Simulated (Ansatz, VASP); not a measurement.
# One calculation of Sb, two programs

```
Sb
1.0
    -1.48466    1.48466    2.44648
     1.48466   -1.48466    2.44648
     1.48466    1.48466   -2.44648
Sb
1
Direct
  0.00000 0.00000 0.00000
```

Change from the starting cell: volume scaled by 0.96.

Alike in both runs: task single point; functional PBE; k mesh 19 × 19 × 19; occupations fermi-dirac, width 0.05 eV; no spin polarisation.

|  | VASP | Ansatz |
| --- | --- | --- |
| version | VASP 6.6.1 | Ansatz 0.2.0 |
| potentials or method | VASP PAW PBE potentials, release 64 (Sb), cutoff 520 eV | all-electron LAPW, scalar-relativistic |

VASP gave:

```
pressure (GPa)                                                : 25.4
traceless stress, the component that is largest in VASP (GPa) : -2.14
```

Q: Estimate Ansatz's values.

A: Pressure (GPa): 25.3; traceless stress, the component that is largest in VASP (GPa): -2.03.

Ansatz ran all-electron here, and VASP with PAW potentials.

Spin-orbit coupling is off throughout.
